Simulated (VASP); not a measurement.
# ZrAgPdCl2 in VASP: further runs, part 2 of 2

VASP 6.6.1.

## Step 3: Single point, PBE+D3(BJ)

This run uses another cell than the first one.

Contents of INCAR:

```
PREC = Accurate
ENCUT = 400
EDIFF = 1E-6
ISMEAR = 0
SIGMA = 0.1
LREAL = False
LASPH = True
NELM = 120
ALGO = Normal
ISIF = 2
LWAVE = False
LCHARG = True
LDIPOL = True
IDIPOL = 3
DIPOL = 0.5 0.5 0.282
GGA = PE
IVDW = 12
LELF = True
LVHAR = True
LVACPOTAV = True
NBANDS = 32
GGA_COMPAT = False
NELMDL = -8
```

Contents of KPOINTS:

```
Automatic mesh
0
Gamma
  6 6 1
```

Contents of POSCAR:

```
ZrAgPdCl2
1.0
    3.1466424664     -0.0000000108      0.0000000000
   -1.5733212239      2.7250723179      0.0000000000
    0.0000000000      0.0000000000     39.7261300000
Zr Ag Pd Cl
1 1 1 2
Direct
    0.6666666667      0.3333333333      0.3356556800
    0.0000000000      0.0000000000      0.1764597298
    0.6666666667      0.3333333333      0.2282964447
    0.0000000000      0.0000000000      0.2887365130
    0.3333333333      0.6666666667      0.3822617266
```

Potentials or basis: VASP PAW PBE potentials, release 64 (Zr_sv, Ag, Pd, Cl).

Launch:

```bash
> cat potpaw_PBE.64/Zr_sv/POTCAR potpaw_PBE.64/Ag/POTCAR potpaw_PBE.64/Pd/POTCAR potpaw_PBE.64/Cl/POTCAR > POTCAR
> mpirun -np 1 vasp_std > vasp.out
```

OUTCAR:

```text
PREC = Accurate
   ENCUT = 400
   EDIFF = 1E-6
   ISMEAR = 0
   LREAL = False
   LASPH = True
   NELM = 120
   ISIF = 2
   GGA = PE
   IVDW = 12
   NELMDL = -8
 IVDW          = 12

 ion  position               nearest neighbor table
   1  0.667  0.333  0.336-   5 2.59   5 2.59   5 2.59   4 2.60   4 2.60   4 2.60
   2  0.000  0.000  0.176-   3 2.75   3 2.75   3 2.75
   3  0.667  0.333  0.228-   2 2.75   2 2.75   2 2.75   4 3.01   4 3.01   4 3.01
   4  0.000  0.000  0.289-   1 2.60   1 2.60   1 2.60   3 3.01   3 3.01   3 3.01
   5  0.333  0.667  0.382-   1 2.59   1 2.59   1 2.59

  LATTYP: Found a hexagonal cell.
 ALAT       =     3.1466424664
 C/A-ratio  =    12.6249265445

[... 436 lines left out ...]
  -------------------------------------------------------------------------------------
  Total      -0.18552    -0.18552    -0.09650     0.00000    -0.00000    -0.00000
  in kB      -0.87256    -0.87256    -0.45389     0.00000    -0.00000    -0.00000
  external pressure =       -0.73 kB  Pullay stress =        0.00 kB

 VOLUME and BASIS-vectors are now :
 -----------------------------------------------------------------------------
  energy-cutoff  :      400.00
  volume of cell :      340.64
      direct lattice vectors                 reciprocal lattice vectors
     3.146642466 -0.000000011  0.000000000     0.317799055  0.183481368  0.000000000
    -1.573321224  2.725072318  0.000000000     0.000000001  0.366962739  0.000000000
     0.000000000  0.000000000 39.726130000     0.000000000  0.000000000  0.025172349

 POSITION                                       TOTAL-FORCE (eV/Angst)
 -----------------------------------------------------------------------------------
      1.57332      0.90836     13.33430         0.000000     -0.000000      0.004659
      0.00000      0.00000      7.01006         0.000000      0.000000      0.004680
      1.57332      0.90836      9.06933         0.000000      0.000000     -0.012215
      0.00000      0.00000     11.47038        -0.000000      0.000000     -0.011563
      0.00000      1.81671     15.18578        -0.000000     -0.000000      0.014440
 -----------------------------------------------------------------------------------
    total drift:                               -0.000000      0.000000     -0.001022

  FREE ENERGIE OF THE ION-ELECTRON SYSTEM (eV)
  ---------------------------------------------------
  free  energy   TOTEN  =       -25.0575994975 eV

  energy  without entropy=      -25.0382285368  energy(sigma->0) =      -25.04791402

 vacuum level on the upper side and lower side of the slab         3.446         3.031
```

OSZICAR:

```text
N       E                     dE             d eps       ncg     rms          rms(c)
DAV:   1     0.354521373133E+03    0.35452E+03   -0.17407E+04   504   0.948E+02
DAV:   2     0.790823131558E+01   -0.34661E+03   -0.33638E+03   632   0.255E+02
DAV:   3    -0.233057268654E+02   -0.31214E+02   -0.30770E+02   664   0.747E+01
[... 26 lines left out ...]
DAV:  30    -0.233026854799E+02   -0.12722E-04   -0.76635E-07   376   0.489E-03    0.326E-03
DAV:  31    -0.233026900759E+02   -0.45960E-05   -0.21279E-07   360   0.257E-03    0.664E-04
DAV:  32    -0.233026932100E+02   -0.31341E-05   -0.14069E-07   336   0.150E-03    0.164E-03
DAV:  33    -0.233026942744E+02   -0.10644E-05   -0.67467E-08   360   0.181E-03    0.121E-03
DAV:  34    -0.233026946473E+02   -0.37292E-06   -0.26751E-08   320   0.764E-04
   1 F= -.25057599E+02 E0= -.25047914E+02  d E =-.193710E-01
```

stdout:

```text
POSCAR found type information on POSCAR ZrAgPdCl
 POSCAR found :  4 types and       5 ions
 scaLAPACK will be used
 LDA part: xc-table for (Slater+PW92), standard interpolation
 POSCAR, INCAR and KPOINTS ok, starting setup
 FFT: planning ... GRIDC
 FFT: planning ... GRID_SOFT
 FFT: planning ... GRID
 WAVECAR not read
 entering main loop
```

Run time: 2.2 min. Hardware: 1 thread of Intel Xeon Platinum 8488C (Sapphire Rapids), shared host; peak memory 0.43 GiB.

Results:

- Free energy: -25.0576 eV
- Largest force: 0.014 eV/Å
- Band gap on the k mesh: zero (an odd number of electrons rules out a gap without spin polarisation)
- Dispersion energy per atom: -0.351 eV
- Work function of the upper face: 4.65 eV
- Work function of the lower face: 4.23 eV

Forces in eV/Å, atoms in the order of the input:
```
Zr   0.000  0.000  0.005
Ag   0.000  0.000  0.005
Pd   0.000  0.000 -0.012
Cl   0.000  0.000 -0.012
Cl   0.000  0.000  0.014
```

Caveat: the k points lie up to 0.38 Å⁻¹ apart, too coarse for converged energies and pressures of a metal; an odd number of electrons without spin polarisation forces a metal; a magnetic or distorted state may lie lower.

## Step 4: Single point, PBE+D3(BJ)

This run uses another cell than the first one.

Contents of INCAR:

```
  PREC = Accurate
  ENCUT = 400
  EDIFF = 1E-6
  ISMEAR = 0
  SIGMA = 0.1
  LREAL = False
  LASPH = True
  NELM = 120
  ALGO = Normal
  ISIF = 2
  LWAVE = False
  LCHARG = True
  LDIPOL = True
  IDIPOL = 3
  DIPOL = 0.5 0.5 0.282
  GGA = PE
  IVDW = 12
  LELF = True
  LVHAR = True
  LVACPOTAV = True
  NBANDS = 32
  GGA_COMPAT = False
  NELMDL = -8
```

Contents of KPOINTS:

```
Automatic mesh
0
Gamma
  12 12 1
```

Contents of POSCAR:

```
ZrAgPdCl2
1.0
    3.1477569091     -0.0000000108      0.0000000000
   -1.5738784452      2.7260374536      0.0000000000
    0.0000000000      0.0000000000     39.7261300000
Zr Ag Pd Cl
1 1 1 2
Direct
    0.6666666667      0.3333333333      0.3357138304
    0.0000000000      0.0000000000      0.1764954868
    0.6666666667      0.3333333333      0.2283474946
    0.0000000000      0.0000000000      0.2885989175
    0.3333333333      0.6666666667      0.3822543648
```

Potentials or basis: VASP PAW PBE potentials, release 64 (Zr_sv, Ag, Pd, Cl).

Launch:

```bash
> cat potpaw_PBE.64/Zr_sv/POTCAR potpaw_PBE.64/Ag/POTCAR potpaw_PBE.64/Pd/POTCAR potpaw_PBE.64/Cl/POTCAR > POTCAR
> mpirun -np 1 vasp_std > vasp.out
```

OUTCAR:

```text
PREC = Accurate
   ENCUT = 400
   EDIFF = 1E-6
   ISMEAR = 0
   LREAL = False
   LASPH = True
   NELM = 120
   ISIF = 2
   GGA = PE
   IVDW = 12
   NELMDL = -8
 IVDW          = 12

 ion  position               nearest neighbor table
   1  0.667  0.333  0.336-   5 2.59   5 2.59   5 2.59   4 2.61   4 2.61   4 2.61
   2  0.000  0.000  0.176-   3 2.75   3 2.75   3 2.75
   3  0.667  0.333  0.228-   2 2.75   2 2.75   2 2.75   4 3.01   4 3.01   4 3.01
   4  0.000  0.000  0.289-   1 2.61   1 2.61   1 2.61   3 3.01   3 3.01   3 3.01
   5  0.333  0.667  0.382-   1 2.59   1 2.59   1 2.59

  LATTYP: Found a hexagonal cell.
 ALAT       =     3.1477569091
 C/A-ratio  =    12.6204567720

[... 868 lines left out ...]
  -------------------------------------------------------------------------------------
  Total      -0.16855    -0.16855    -0.10557     0.00000     0.00000    -0.00000
  in kB      -0.79219    -0.79219    -0.49617     0.00000     0.00000    -0.00000
  external pressure =       -0.69 kB  Pullay stress =        0.00 kB

 VOLUME and BASIS-vectors are now :
 -----------------------------------------------------------------------------
  energy-cutoff  :      400.00
  volume of cell :      340.89
      direct lattice vectors                 reciprocal lattice vectors
     3.147756909 -0.000000011  0.000000000     0.317686540  0.183416408  0.000000000
    -1.573878445  2.726037454  0.000000000     0.000000001  0.366832818  0.000000000
     0.000000000  0.000000000 39.726130000     0.000000000  0.000000000  0.025172349

 POSITION                                       TOTAL-FORCE (eV/Angst)
 -----------------------------------------------------------------------------------
      1.57388      0.90868     13.33661         0.000000     -0.000000      0.003325
      0.00000      0.00000      7.01148        -0.000000      0.000000      0.005923
      1.57388      0.90868      9.07136        -0.000000      0.000000     -0.014742
      0.00000      0.00000     11.46492        -0.000000      0.000000     -0.006632
      0.00000      1.81736     15.18549        -0.000000     -0.000000      0.012126
 -----------------------------------------------------------------------------------
    total drift:                               -0.000000      0.000000     -0.000811

  FREE ENERGIE OF THE ION-ELECTRON SYSTEM (eV)
  ---------------------------------------------------
  free  energy   TOTEN  =       -24.9992723657 eV

  energy  without entropy=      -24.9851136474  energy(sigma->0) =      -24.99219301

 vacuum level on the upper side and lower side of the slab         3.445         3.026
```

OSZICAR:

```text
N       E                     dE             d eps       ncg     rms          rms(c)
DAV:   1     0.354992796722E+03    0.35499E+03   -0.17294E+04  1352   0.948E+02
DAV:   2     0.110962360667E+02   -0.34390E+03   -0.32895E+03  1664   0.253E+02
DAV:   3    -0.230561200817E+02   -0.34152E+02   -0.33526E+02  1832   0.771E+01
[... 26 lines left out ...]
DAV:  30    -0.232454424364E+02   -0.14394E-04   -0.83532E-07  1024   0.564E-03    0.238E-03
DAV:  31    -0.232454516941E+02   -0.92577E-05   -0.41929E-07  1000   0.570E-03    0.180E-03
DAV:  32    -0.232454574689E+02   -0.57749E-05   -0.26130E-07   984   0.244E-03    0.129E-03
DAV:  33    -0.232454593739E+02   -0.19049E-05   -0.78812E-08  1008   0.186E-03    0.648E-04
DAV:  34    -0.232454614467E+02   -0.20728E-05   -0.61719E-08   920   0.820E-04    0.315E-04
DAV:  35    -0.232454622737E+02   -0.82698E-06   -0.30530E-08   960   0.783E-04
   1 F= -.24999272E+02 E0= -.24992193E+02  d E =-.141587E-01
```

Wall time 5.5 min (1 thread of Intel Xeon Platinum 8488C (Sapphire Rapids), shared host); peak memory 0.48 GiB.

Results:

```
Free energy                     : -24.9993 eV
Largest force                   : 0.015 eV/Å
Band gap on the k mesh          : zero (an odd number of electrons rules out a gap without spin polarisation)
Dispersion energy per atom      : -0.351 eV
Work function of the upper face : 4.45 eV
Work function of the lower face : 4.03 eV
```

Forces on the atoms (eV/Å):
```
Zr   0.000  0.000  0.003
Ag   0.000  0.000  0.006
Pd   0.000  0.000 -0.015
Cl   0.000  0.000 -0.007
Cl   0.000  0.000  0.012
```

Levels at points of the mesh, in eV from the Fermi level:
```csv
k point,band 21,band 22,band 23,band 24,band 25,band 26
"(0.00, 0.00, 0.00)",-1.42,-1.42,-0.67,-0.67,0.10,0.96
"(0.50, 0.00, 0.00)",-1.12,-0.83,-0.19,1.59,2.24,2.76
```

Caveat: an odd number of electrons without spin polarisation forces a metal; a magnetic or distorted state may lie lower.

## Step 5: Summary

```csv
cell,k mesh,gap on the mesh (eV),largest force (eV/Å),work function (eV)
"a = 4.222, b = 4.222, c = 22.000 Å, angles 90.0, 90.0, 120.0°, 5 atoms, atomic positions A",6 × 6 × 1,none,1.22,-
"a = 3.147, b = 3.147, c = 39.726 Å, angles 90.0, 90.0, 120.0°, 5 atoms, atomic positions B",6 × 6 × 1,none,0.01,4.65
"a = 3.148, b = 3.148, c = 39.726 Å, angles 90.0, 90.0, 120.0°, 5 atoms, atomic positions B",12 × 12 × 1,none,0.01,4.45
```

Alike in all rows: task single point; level PBE+D3(BJ); potentials or basis VASP PAW PBE potentials, release 64 (Zr_sv, Ag, Pd, Cl); no spin polarisation; cutoff (eV) 400; smearing gaussian 0.1 eV.

Caveats: some runs use coarse meshes; an odd number of electrons without spin polarisation forces a metal; a magnetic or distorted state may lie lower.

Total energies depend on the potentials used, so only differences within one code and one set of settings carry meaning.
